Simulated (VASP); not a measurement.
# MgH2 in VASP: notebook, part 2 of 2

VASP 6.6.1. The steps go on from the part before.

### Step 3. Single point, PBEsol

INCAR

```
SYSTEM = MgH2
PREC = Accurate
ENCUT = 520
EDIFF = 1E-6
ISMEAR = -1
SIGMA = 0.05
LREAL = .False.
LASPH = .True.
NELM = 60
ALGO = Normal
ISIF = 2
LWAVE = .False.
LCHARG = .False.
GGA = PS
NBANDS = 13
```

KPOINTS

```
regular mesh
0
Gamma
  6 6 6
  0 0 0
```

POSCAR

```
MgH2
1.0
   -1.8986211293      1.8977491263      4.6703675131
    1.8991433093     -1.9000867183      4.6715425718
    1.8981250063      1.8995872808     -4.6713259084
Mg H
2 4
Direct
    0.7215522386      0.2459587405      0.4848743613
   -0.0287473651     -0.0040722042     -0.0154617650
    0.5095966324      0.0342667790      0.4846484528
    0.7598073900      0.7842324215     -0.0151693734
    0.1832100644      0.2076263832     -0.0152301900
    0.9329966028      0.4576552020      0.4845815232
```

Potentials or basis: VASP PAW PBE potentials, release 64 (Mg, H).

Started as:

```bash
> cat potpaw_PBE.64/Mg/POTCAR potpaw_PBE.64/H/POTCAR > POTCAR
> mpirun -np 1 vasp_std > vasp.out
```

OUTCAR:

```text
SYSTEM = MgH2
   PREC = Accurate
   ENCUT = 520
   EDIFF = 1E-6
   ISMEAR = -1
   LREAL = .False.
   LASPH = .True.
   NELM = 60
   ISIF = 2
   GGA = PS

 ion  position               nearest neighbor table
   1  0.722  0.246  0.485-   4 1.93   5 1.93   4 1.93   5 1.93   3 1.98   6 1.98   2 3.01   2 3.01
                             2 3.01   2 3.01
   2  0.971  0.996  0.985-   6 1.93   3 1.93   6 1.93   3 1.93   5 1.98   4 1.98   1 3.01   1 3.01
                             1 3.01   1 3.01
   3  0.510  0.034  0.485-   2 1.93   2 1.93   1 1.98
   4  0.760  0.784  0.985-   1 1.93   1 1.93   2 1.98
[... 596 lines left out ...]
  -------------------------------------------------------------------------------------
  Total       -0.0754233     -0.0758807     -0.0763276      0.0020248      0.0022490     -0.0012530
  in kB       -1.7941564     -1.8050365     -1.8156660      0.0481654      0.0534986     -0.0298065
  external PRESSURE =      -1.8049529 kB  Pullay stress =       0.0000000 kB

 VOLUME and BASIS-vectors are now :
 -----------------------------------------------------------------------------
  energy-cutoff  :      520.00
  volume of cell :       67.35
      direct lattice vectors                 reciprocal lattice vectors
    -1.898621129  1.897749126  4.670367513     0.000028528  0.263369520  0.107110390
     1.899143309 -1.900086718  4.671542572     0.263341107  0.000061418  0.107029785
     1.898125006  1.899587281 -4.671325908     0.263381843  0.263376907  0.000051182

 POSITION                                       TOTAL-FORCE (eV/Angst)
 -----------------------------------------------------------------------------------
      0.01751      1.82304      2.25391         0.000137     -0.000005      0.000092
      1.91615      1.82106      4.58953        -0.000109      0.000014     -0.000023
      0.01747      1.82261      0.27613        -0.000188      0.000068      0.000177
      1.91612      1.82259      2.61169         0.000148     -0.000113      0.000328
      1.91568      1.82383     -2.77459         0.000162     -0.000084     -0.000229
      0.01754      1.82151      4.23175        -0.000150      0.000119     -0.000345
 -----------------------------------------------------------------------------------
    total drift:                               -0.000017     -0.000013     -0.000106

  FREE ENERGIE OF THE ION-ELECTRON SYSTEM (eV)
  ---------------------------------------------------
  free  energy   TOTEN  =       -17.4863239167 eV

  energy  without entropy=      -17.4863239166  energy(sigma->0) =      -17.48632392
```

OSZICAR:

```text
N       E                     dE             d eps       ncg     rms          rms(c)
DAV:   1    -0.437050874034E+00   -0.43705E+00   -0.29214E+03  2920   0.460E+02
DAV:   2    -0.178292734473E+02   -0.17392E+02   -0.16512E+02  3629   0.728E+01
DAV:   3    -0.187229784809E+02   -0.89371E+00   -0.89235E+00  3800   0.155E+01
DAV:   4    -0.187274076802E+02   -0.44292E-02   -0.44291E-02  3302   0.120E+00
DAV:   5    -0.187274655782E+02   -0.57898E-04   -0.57898E-04  3825   0.141E-01    0.622E+00
DAV:   6    -0.178000673806E+02    0.92740E+00   -0.57498E-01  3302   0.306E+00    0.319E+00
DAV:   7    -0.174784951593E+02    0.32157E+00   -0.80063E-01  3397   0.388E+00    0.505E-01
DAV:   8    -0.174868981124E+02   -0.84030E-02   -0.22772E-02  3237   0.738E-01    0.149E-01
DAV:   9    -0.174862899025E+02    0.60821E-03   -0.99676E-04  3712   0.137E-01    0.212E-02
DAV:  10    -0.174863334119E+02   -0.43509E-04   -0.13572E-04  3420   0.587E-02    0.211E-02
DAV:  11    -0.174863241584E+02    0.92535E-05   -0.27629E-05  3512   0.198E-02    0.391E-03
DAV:  12    -0.174863239167E+02    0.24168E-06   -0.11987E-06  2304   0.548E-03
   1 F= -.17486324E+02 E0= -.17486324E+02  d E =-.219666E-10
```

stdout:

```text
POSCAR found type information on POSCAR MgH
 POSCAR found :  2 types and       6 ions
 scaLAPACK will be used
 -----------------------------------------------------------------------------
|                                                                             |
|                                                                             |
|     You enforced a specific xc type in the INCAR file but a different       |
|     I HOPE YOU KNOW WHAT YOU ARE DOING!                                     |
|                                                                             |
 -----------------------------------------------------------------------------

 LDA part: xc-table for (Slater+PW92), standard interpolation
 POSCAR, INCAR and KPOINTS ok, starting setup
 FFT: planning ... GRIDC
 FFT: planning ... GRID_SOFT
 FFT: planning ... GRID
 WAVECAR not read
 entering main loop
```

It took 2.8 min on 1 thread of Intel Xeon 8259CL, shared host; peak memory 0.29 GiB.

Results:

```yaml
Free_energy: -17.4863 eV
Pressure: -0.2 GPa
Band_gap_on_the_k_mesh: 3.31 eV (least direct gap 4.52 eV)
```

Caveat: the PAW data sets were made with another functional, which shifts forces and pressure a little. A k mesh can miss the band edges.

### Step 4. Relaxation of cell and atoms, PBEsol

This run uses another cell than the first one, of 8.25 Å³/atom.

INCAR

```
SYSTEM = MgH2
PREC = Accurate
ENCUT = 600
EDIFF = 1E-7
ISMEAR = -1
SIGMA = 0.03
LREAL = .FALSE.
LASPH = .TRUE.
NELM = 100
ALGO = Normal
ISIF = 3
LWAVE = .FALSE.
LCHARG = .FALSE.
GGA = PS
IBRION = 2
NSW = 100
EDIFFG = -0.01
```

KPOINTS

```
regular mesh
0
G
  8 8 8
  0 0 0
```

POSCAR

```
MgH2
1.0
   -1.7020522100      1.7020522100      4.2721510471
    1.7020522100     -1.7020522100      4.2721510471
    1.7020522100      1.7020522100     -4.2721510471
Mg H
2 4
Direct
    0.7500000000      0.2500000000      0.5000000000
    0.0000000000      0.0000000000      0.0000000000
    0.5420000000      0.0420000000      0.5000000000
    0.7920000000      0.7920000000      0.0000000000
    0.2080000000      0.2080000000      0.0000000000
    0.9580000000      0.4580000000      0.5000000000
```

Started as:

```bash
> cat potpaw_PBE.64/Mg/POTCAR potpaw_PBE.64/H/POTCAR > POTCAR
> mpirun -np 1 vasp_std > vasp.out
```

Run time: 6.9 min. Hardware: 1 thread of Intel Xeon 8259CL, shared host; peak memory 0.27 GiB.

It converged, with:

```
Free energy                           : -17.4775 eV
Relaxed volume                        : 11.17 Å³/atom
Relaxed cell                          : a = 5.384 Å, b = 5.384 Å, c = 5.384 Å, α = 138.81°, β = 138.81°, γ = 59.67°
Space group after relaxing (to 0.1 Å) : I4_1/amd (No. 141)
Energy gained by relaxing             : 185.6 meV/atom
Ionic steps                           : 12
Pressure after relaxing               : 0.0 GPa
Largest force after relaxing          : 0.004 eV/Å
Band gap on the k mesh                : 3.31 eV (least direct gap 4.52 eV)
```

Forces in eV/Å, atoms in the order of the input:
```
Mg   0.000  0.000  0.000
Mg   0.000  0.000  0.000
H    0.000  0.000 -0.004
H    0.000  0.000 -0.004
H    0.000  0.000  0.004
H    0.000  0.000  0.004
```

Step by step:
```
step  energy change (eV)  largest force (eV/Å)  pressure (GPa)  volume (Å³)
   1              0.0000                0.4964           25.06        49.51
   2             -0.9493                0.0613            7.22        59.34
   3             -1.0908                0.0739            1.69        64.73
   4             -1.0993                0.1062            0.37        66.40
   5             -1.0993                0.1129            0.09        66.77
   6             -1.1075                0.0693           -0.06        67.02
   7             -1.1127                0.0083           -0.24        67.42
   8             -1.1127                0.0057           -0.23        67.41
   9             -1.1130                0.0105           -0.06        67.17
  10             -1.1131                0.0133            0.04        67.03
  11             -1.1131                0.0111            0.03        67.02
  12             -1.1133                0.0044            0.02        67.01
```

Final structure:
```
Mg H
1.0
    -1.89389    1.89389    4.67049
     1.89389   -1.89389    4.67049
     1.89389    1.89389   -4.67049
Mg H
2 4
Direct
  0.75000 0.25000 0.50000
  0.00000 0.00000 0.00000
  0.53847 0.03847 0.50000
  0.78847 0.78847 0.00000
  0.21153 0.21153 0.00000
  0.96153 0.46153 0.50000
```

Levels at points of the mesh, in eV from the valence-band top:
| k point | band 2 | band 3 | band 4 | band 5 | band 6 | band 7 |
| --- | --- | --- | --- | --- | --- | --- |
| (0.00, 0.00, 0.00) | -1.99 | -1.81 | 0.00 | 4.52 | 6.41 | 6.41 |
| (0.50, 0.00, 0.00) | -3.74 | -2.51 | -0.94 | 3.99 | 6.67 | 7.01 |
| (0.50, 0.50, 0.00) | -2.97 | -2.50 | -2.50 | 3.31 | 3.31 | 5.85 |
| (0.50, 0.50, 0.50) | -5.41 | -0.30 | -0.30 | 5.14 | 5.14 | 8.63 |

Caveat: the volume moved by over 15 % at a fixed basis, so the end points are rough; the PAW data sets were made with another functional, which shifts forces and pressure a little.

### Step 5. Overview

```tsv
task	cell	k mesh	cutoff (eV)	smearing	gap on the mesh (eV)	pressure (GPa)
single point	a = 5.387 Å, angles 138.7, 138.7, 59.8°, 6 atoms, atomic positions A	8 × 8 × 8	520	fermi-dirac 0.03 eV	3.32	-0.2
single point	a = 5.387, b = 5.389, c = 5.388 Å, angles 138.7, 138.7, 59.8°, 6 atoms, atomic positions B	6 × 6 × 6	520	fermi-dirac 0.05 eV	3.31	-0.2
relaxation of cell and atoms	relaxed from a = 4.904 Å, angles 139.4, 139.4, 58.8°, 6 atoms, atomic positions C	8 × 8 × 8	600	fermi-dirac 0.03 eV	3.31	0.0
```

Alike in all rows: level PBEsol; potentials or basis VASP PAW PBE potentials, release 64 (Mg, H); no spin polarisation.

Caveats: the PAW data sets were made with another functional, which shifts forces and pressure a little; the volume moved by over 15 % at a fixed basis, so the end points are rough (at least some runs).

Total energies depend on the potentials used, so only differences within one code and one set of settings carry meaning.
